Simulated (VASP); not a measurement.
# Sm2B2Rh (P6/mmm) in VASP: further runs

Sm2B2Rh is run at these levels: PBE; tasks: single point, relaxation of cell and atoms.

Program: VASP 6.6.1. These are calculated values, not measurements. Logs are shortened: lines on timing, memory, paths and dates and some standing lists are left out, and cuts for length are marked.

## Step 1: The cell of the first run

The structure is hexagonal, space group P6/mmm (No. 191). Conventional cell: a = 3.581 Å, b = 3.581 Å, c = 7.782 Å, α = 90.00°, β = 90.00°, γ = 120.00°. Sm (site symmetry 6mm) has 1 Rh at 2.50 Å and 1 Sm at 2.78 Å and 6 B at 3.24 Å within 3.3 Å. Within 2.7 Å of B (site symmetry -6m2) lie 3 Rh at 2.07 Å and 3 B at 2.07 Å. Within 2.7 Å of Rh (site symmetry 6/mmm) lie 6 B at 2.07 Å and 2 Sm at 2.50 Å.

The cell was built from a structure type or drawn by symmetry, and may not be a known phase.

## Step 2: Single point, PBE

The input, INCAR:

```
SYSTEM = Sm2B2Rh
ALGO = Normal ; EDIFF = 1E-6
ENCUT = 500 ; GGA = PE
GGA_COMPAT = .False. ; ISIF = 2
ISMEAR = 0 ; LASPH = .True.
LCHARG = .False. ; LMAXMIX = 6
LREAL = .False. ; LWAVE = .False.
NBANDS = 30 ; NELM = 200
PREC = Accurate ; SIGMA = 0.1
```

The input, KPOINTS:

```
k-points
0
Gamma
  6 6 2
  0 0 0
```

The input, POSCAR:

```
Sm2B2Rh
1.0
    3.5807540500      0.0000000000      0.0000000000
   -1.7903770200      3.1010239700      0.0000000000
    0.0000000000      0.0000000000      7.7818433500
Sm B Rh
2 2 1
Direct
    0.0000000000      0.0000000000      0.8212004200
    0.0000000000      0.0000000000      0.1787995800
    0.3333333300      0.6666666700      0.5000000000
    0.6666666700      0.3333333300      0.5000000000
    0.0000000000      0.0000000000      0.5000000000
```

Potentials or basis: VASP PAW PBE potentials, release 64 (Sm_3, B, Rh_pv), 4f in core.

On the command line:

```
$ cat potpaw_PBE.64/Sm_3/POTCAR potpaw_PBE.64/B/POTCAR potpaw_PBE.64/Rh_pv/POTCAR > POTCAR
$ mpirun -np 1 vasp_std > vasp.out
```

OUTCAR:

```text
SYSTEM = Sm2B2Rh
   EDIFF = 1E-6
   ENCUT = 500
   GGA = PE
   ISIF = 2
   ISMEAR = 0
   LASPH = .True.
   LREAL = .False.
   NELM = 200
   PREC = Accurate

 ion  position               nearest neighbor table
   1  0.000  0.000  0.821-   5 2.50   2 2.78
   2  0.000  0.000  0.179-   5 2.50   1 2.78
   3  0.333  0.667  0.500-   5 2.07   4 2.07   4 2.07   5 2.07   5 2.07   4 2.07
   4  0.667  0.333  0.500-   5 2.07   3 2.07   3 2.07   5 2.07   5 2.07   3 2.07
   5  0.000  0.000  0.500-   3 2.07   4 2.07   3 2.07   4 2.07   4 2.07   3 2.07   1 2.50   2 2.50

  LATTYP: Found a hexagonal cell.
 ALAT       =     3.5807540500
 C/A-ratio  =     2.1732415132

  Lattice vectors:

 A1 = (   3.5807540500,   0.0000000000,   0.0000000000)
 A2 = (  -1.7903770200,   3.1010239700,   0.0000000000)
 A3 = (   0.0000000000,   0.0000000000,   7.7818433500)

Analysis of symmetry for initial positions (statically):
=====================================================================
 Subroutine PRICEL returns:
 Original cell was already a primitive cell.

 Routine SETGRP: Setting up the symmetry group for a
 hexagonal supercell.

 Subroutine GETGRP returns: Found 24 space group operations
 (whereof 24 operations were pure point group operations)
 out of a pool of 24 trial point group operations.

The static configuration has the point symmetry D_6h.

Analysis of symmetry for dynamics (positions and initial velocities):
=====================================================================
 Subroutine PRICEL returns:
 Original cell was already a primitive cell.

 Routine SETGRP: Setting up the symmetry group for a
 hexagonal supercell.

 Subroutine GETGRP returns: Found 24 space group operations
 (whereof 24 operations were pure point group operations)
 out of a pool of 24 trial point group operations.

The dynamic configuration has the point symmetry D_6h.

 Subroutine INISYM returns: Found 24 space group operations
 (whereof 24 operations are pure point group operations),
 and found     1 'primitive' translations

----------------------------------------------------------------------------------------

                                     Primitive cell

  volume of cell :      86.4096

  direct lattice vectors                    reciprocal lattice vectors
     3.580754050  0.000000000  0.000000000     0.279270787  0.161237063  0.000000000
    -1.790377020  3.101023970  0.000000000     0.000000000  0.322474128  0.000000000
     0.000000000  0.000000000  7.781843350     0.000000000  0.000000000  0.128504257

[... 81 lines left out ...]
   NSW    =      0    number of steps for IOM
   IBRION =     -1    ionic relax: 0-MD 1-quasi-New 2-CG
   NFREE  =      0    steps in history (QN), initial steepest desc. (CG)
   ISIF   =      2    stress and relaxation
   ISYM   =      2    0-nonsym 1-usesym 2-fastsym
   POTIM  = 0.5000    time-step for ionic-motion
   TEBEG  =    0.0;   TEEND  =   0.0 temperature during run
   PSTRESS=    0.0 pullay stress
   NELECT =      43.0000    total number of electrons
   NUPDOWN=      -1.0000    fix difference up-down
   EMIN   =  10.00;   EMAX   =-10.00  energy-range for DOS
   EFERMI =   0.00;   METHOD = LEGACY
   ISMEAR =     0;   SIGMA  =   0.10  broadening in eV -4-tet -1-fermi 0-gaus
   EFERMI_NEDOS =   21; number of points for ismear=-14 and -15
   IALGO  =     38    algorithm
   IMIX   =      4    mixing-type and parameters
     AMIX     =   0.40;   BMIX     =  1.00
     AMIX_MAG =   1.60;   BMIX_MAG =  1.00
  volume/ion in A,a.u.               =      17.28       116.62
  Fermi-wavevector in a.u.,A,eV,Ry     =   1.297310  2.451560 22.898769  1.683012
  Thomas-Fermi vector in A             =   2.428710
   LORBIT       =      0    0 simple, 1 ext, 2 COOP (PROOUT), +10 PAW based schemes
   GGA     = PE    functional components
   LHFCALC =     F    Hartree Fock is set to
   AEXX    =    0.0000 exact exchange contribution
   IVDW    =     0    specifies the selected vdW correction
   LEPSILON=     F    determine dielectric tensor
   LRPA    =     F    only Hartree local field effects (RPA)
 non-spin polarized calculation
 Gauss-broadening in eV      SIGMA  =   0.10
  energy-cutoff  :      500.00
  volume of cell :       86.41
 maximum number of plane-waves:      2225
 NGX is ok and might be reduce to    28
   NGX = 13   NGY = 13   NGZ = 29

 number of electron      43.0000006 magnetization

 Free energy of the ion-electron system (eV)
  ---------------------------------------------------
  ext. energy  EPLUGINS =         0.00000000
  ---------------------------------------------------
  free energy    TOTEN  =       -27.89693689 eV

  energy without entropy =      -27.88236455  energy(sigma->0) =      -27.88965072

 E-fermi :   5.9697     XC(G=0): -11.1188

 val. band max:        5.9487732475   @ k =   0.1667   0.1667   0.0000
 cond. band min:       6.0046366454   @ k =   0.5000   0.0000   0.5000
 fundamental gap:      0.0558633980
 Fermi energy:         5.9696860012

 k-point     1 :       0.0000    0.0000    0.0000
  band No.  band energies     occupation
      1     -41.8693      2.00000
      2     -41.8477      2.00000
      3     -41.8477      2.00000
      4     -35.3266      2.00000
      5     -35.0227      2.00000
      6     -16.0182      2.00000
[... 451 lines left out ...]
     29       9.9495      0.00000
     30       9.9495      0.00000

------------------------ aborting loop because EDIFF is reached ----------------------------------------

  FORCE on cell =-STRESS in cart. coord.  units (eV):
  Direction    XX          YY          ZZ          XY          YZ          ZX
  --------------------------------------------------------------------------------------
  -------------------------------------------------------------------------------------
  Total        6.5454129      6.5454129     16.5915600      0.0000000      0.0000000      0.0000000
  in kB      121.3627844    121.3627843    307.6349723      0.0000002      0.0000000      0.0000000
  external PRESSURE =     183.4535137 kB  Pullay stress =       0.0000000 kB

 VOLUME and BASIS-vectors are now :
 -----------------------------------------------------------------------------
  energy-cutoff  :      500.00
  volume of cell :       86.41
      direct lattice vectors                 reciprocal lattice vectors
     3.580754050  0.000000000  0.000000000     0.279270787  0.161237063  0.000000000
    -1.790377020  3.101023970  0.000000000     0.000000000  0.322474128  0.000000000
     0.000000000  0.000000000  7.781843350     0.000000000  0.000000000  0.128504257

 POSITION                                       TOTAL-FORCE (eV/Angst)
 -----------------------------------------------------------------------------------
      0.00000      0.00000      6.39045        -0.000000      0.000000      0.952624
      0.00000      0.00000      1.39139        -0.000000     -0.000000     -0.952624
     -0.00000      2.06735      3.89092         0.000000      0.000000     -0.000000
      1.79038      1.03367      3.89092        -0.000000      0.000000      0.000000
      0.00000      0.00000      3.89092        -0.000000      0.000000     -0.000000
 -----------------------------------------------------------------------------------
    total drift:                               -0.000000     -0.000000      0.000000

  FREE ENERGIE OF THE ION-ELECTRON SYSTEM (eV)
  ---------------------------------------------------
  free  energy   TOTEN  =       -27.8969368855 eV

  energy  without entropy=      -27.8823645456  energy(sigma->0) =      -27.88965072
```

stdout:

```text
POSCAR found type information on POSCAR SmB Rh
 POSCAR found :  3 types and       5 ions
 scaLAPACK will be used
 LDA part: xc-table for (Slater+PW92), standard interpolation
 POSCAR, INCAR and KPOINTS ok, starting setup
 FFT: planning ... GRIDC
 FFT: planning ... GRID_SOFT
 FFT: planning ... GRID
 WAVECAR not read
 entering main loop
```

It took 17 s on 1 thread of Intel Xeon 6975P-C (Granite Rapids), shared host; peak memory 0.22 GiB.

What came out:

| Property | Result |
| --- | --- |
| Free energy | -27.8969 eV |
| Pressure | 18.3 GPa |
| Largest force | 0.953 eV/Å |
| Band gap on the k mesh | zero (an odd number of electrons rules out a gap without spin polarisation) |

Forces on the atoms (eV/Å):
```
Sm   0.000  0.000  0.953
Sm   0.000  0.000 -0.953
B    0.000  0.000  0.000
B    0.000  0.000  0.000
Rh   0.000  0.000  0.000
```

Stress tensor (GPa, compression positive):
```
12.14  0.00  0.00
 0.00 12.14  0.00
 0.00  0.00 30.76
```

Caveat: the k points lie up to 0.40 Å⁻¹ apart, too coarse for converged energies and pressures of a metal; spin-orbit coupling is left out, which moves the levels of the heavy elements; the 4f electrons are frozen in the core, so they carry no moment and show no levels.

## Step 3: Single point, PBE

This run uses another cell than the first one, of 20.57 Å³/atom.

The input, INCAR:

```
SYSTEM = Sm2B2Rh
PREC = Accurate ; ENCUT = 500
EDIFF = 1E-6 ; ISMEAR = 0
SIGMA = 0.1 ; LREAL = .FALSE.
LASPH = .TRUE. ; NELM = 200
ALGO = Normal ; ISIF = 2
LWAVE = .FALSE. ; LCHARG = .TRUE.
GGA = PE ; LELF = .TRUE.
LVHAR = .TRUE. ; NBANDS = 30
GGA_COMPAT = .FALSE. ; LMAXMIX = 6
```

The input, KPOINTS:

```
regular mesh
0
G
  6 6 2
  0 0 0
```

The input, POSCAR:

```
Sm2B2Rh
1.0
    3.6565077096     -0.0000000029      0.0000000000
   -1.8282538522      3.1666285671      0.0000000000
    0.0000000000      0.0000000000      8.8817249576
Sm B Rh
2 2 1
Direct
    0.0000000000      0.0000000000      0.8141278277
    0.0000000000      0.0000000000      0.1858721723
    0.3333333333      0.6666666667      0.5000000000
    0.6666666667      0.3333333333      0.5000000000
    0.0000000000      0.0000000000      0.5000000000
```

Potentials or basis: VASP PAW PBE potentials, release 64 (Sm_3, B, Rh_pv), 4f in core.

On the command line:

```
$ cat potpaw_PBE.64/Sm_3/POTCAR potpaw_PBE.64/B/POTCAR potpaw_PBE.64/Rh_pv/POTCAR > POTCAR
$ mpirun -np 1 vasp_std > vasp.out
```

Run time: 22 s. Hardware: 1 thread of Intel Xeon 6975P-C (Granite Rapids), shared host; peak memory 0.24 GiB.

It converged, with:

* Free energy: -28.8911 eV
* Pressure: 0.1 GPa
* Largest force: 0.022 eV/Å
* Band gap on the k mesh: zero (an odd number of electrons rules out a gap without spin polarisation)

Forces in eV/Å, atoms in the order of the input:
```
Sm   0.000  0.000  0.022
Sm   0.000  0.000 -0.022
B    0.000  0.000  0.000
B    0.000  0.000  0.000
Rh   0.000  0.000  0.000
```

Stress tensor (GPa, compression positive):
```
0.07 0.00 0.00
0.00 0.07 0.00
0.00 0.00 0.29
```

Levels at points of the mesh, in eV from the Fermi level:
| k point | band 19 | band 20 | band 21 | band 22 | band 23 | band 24 |
| --- | --- | --- | --- | --- | --- | --- |
| (0.00, 0.00, 0.00) | -2.60 | -1.06 | 0.56 | 1.18 | 1.63 | 1.63 |
| (0.50, 0.00, 0.00) | -2.98 | -1.50 | -1.23 | -0.73 | 0.93 | 1.29 |
| (0.00, 0.00, 0.50) | -2.03 | -1.83 | -0.04 | 1.18 | 1.58 | 1.58 |
| (0.50, 0.00, 0.50) | -2.61 | -1.97 | -0.66 | -0.50 | 0.13 | 1.48 |

Caveat: spin-orbit coupling is left out, which moves the levels of the heavy elements; the 4f electrons are frozen in the core, so they carry no moment and show no levels. Spin polarisation is off, so any magnetic state and its effect on volume and gap are missing.

## Step 4: Relaxation of cell and atoms, PBE

The input, INCAR:

```
ALGO = Normal ; EDIFF = 1E-7
EDIFFG = -0.04 ; ENCUT = 500
GGA = PE ; GGA_COMPAT = F
IBRION = 2 ; ISIF = 3
ISMEAR = 0 ; LASPH = T
LCHARG = F ; LMAXMIX = 6
LREAL = F ; LWAVE = F
NELM = 200 ; NELMIN = 4
NSW = 90 ; PREC = Accurate
SIGMA = 0.1
```

The input, KPOINTS:

```
k-points
0
Gamma
  6 6 2
```

The input, POSCAR:

```
Sm2B2Rh
1.0
    3.5807540500      0.0000000000      0.0000000000
   -1.7903770200      3.1010239700      0.0000000000
    0.0000000000      0.0000000000      7.7818433500
Sm B Rh
2 2 1
Direct
    0.0000000000      0.0000000000      0.8212004200
    0.0000000000      0.0000000000      0.1787995800
    0.3333333300      0.6666666700      0.5000000000
    0.6666666700      0.3333333300      0.5000000000
    0.0000000000      0.0000000000      0.5000000000
```

On the command line:

```
$ cat potpaw_PBE.64/Sm_3/POTCAR potpaw_PBE.64/B/POTCAR potpaw_PBE.64/Rh_pv/POTCAR > POTCAR
$ mpirun -np 1 vasp_std > vasp.out
```

It took 2.2 min on 1 thread of Intel Xeon 6975P-C (Granite Rapids), shared host; peak memory 0.23 GiB.

Results (log left out):

```
Free energy                           : -28.8853 eV
Relaxed volume                        : 20.62 Å³/atom
Relaxed cell                          : a = 3.657 Å, b = 3.657 Å, c = 8.901 Å, α = 90.00°, β = 90.00°, γ = 120.00°
Space group after relaxing (to 0.1 Å) : P6/mmm (No. 191)
Energy gained by relaxing             : 197.7 meV/atom
Ionic steps                           : 11
Pressure after relaxing               : -0.1 GPa
Largest force after relaxing          : 0.004 eV/Å
Band gap on the k mesh                : zero (an odd number of electrons rules out a gap without spin polarisation)
```

Forces in eV/Å, atoms in the order of the input:
```
Sm   0.000  0.000 -0.004
Sm   0.000  0.000  0.004
B    0.000  0.000  0.000
B    0.000  0.000  0.000
Rh   0.000  0.000  0.000
```

Stress tensor (GPa, compression positive):
```
-0.06  0.00  0.00
 0.00 -0.06  0.00
 0.00  0.00 -0.15
```

The path:
```
step  energy change (eV)  largest force (eV/Å)  pressure (GPa)  volume (Å³)
   1              0.0000                0.9526           18.36        86.41
   2             -0.4768                1.1151           -9.34       113.32
   3             -0.8501                0.6016           -1.36       100.56
   4             -0.9507                0.3367            1.43        99.67
   5             -0.9513                0.3205            1.69        99.59
   6             -0.9759                0.2928           -0.02       102.16
   7             -0.9777                0.2821           -0.60       103.06
   8             -0.9863                0.1186           -0.13       102.94
   9             -0.9878                0.0184            0.18       102.87
  10             -0.9881                0.0057           -0.26       103.23
  11             -0.9884                0.0038           -0.09       103.09
```

Final structure:
```
Sm B Rh
1.0
     3.65698    0.00000    0.00000
    -1.82849    3.16703    0.00000
     0.00000    0.00000    8.90099
Sm B Rh
2 2 1
Direct
  0.00000 0.00000 0.81426
  0.00000 0.00000 0.18574
  0.33333 0.66667 0.50000
  0.66667 0.33333 0.50000
  0.00000 0.00000 0.50000
```

Levels at points of the mesh, in eV from the Fermi level:
```tsv
k point	band 17	band 18	band 19	band 20	band 21	band 22	band 23	band 24	band 25
(0.00, 0.00, 0.00)	-2.87	-2.87	-2.59	-1.07	0.55	1.19	1.63	1.63	1.92
(0.50, 0.00, 0.00)	-3.26	-3.14	-2.97	-1.49	-1.23	-0.73	0.92	1.29	2.17
(0.00, 0.00, 0.50)	-2.89	-2.89	-2.04	-1.83	-0.04	1.19	1.58	1.58	1.98
(0.50, 0.00, 0.50)	-3.25	-3.16	-2.60	-1.96	-0.66	-0.51	0.13	1.48	1.58
```

Caveat: the k points lie up to 0.35 Å⁻¹ apart in the final cell, too coarse for converged energies and pressures of a metal; the volume moved by over 15 % at a fixed basis, so the end points are rough; spin-orbit coupling is left out, which moves the levels of the heavy elements; the 4f electrons are frozen in the core, so they carry no moment and show no levels. Spin polarisation is off, so any magnetic state and its effect on volume and gap are missing.

(Continued in part 2 of 2.)
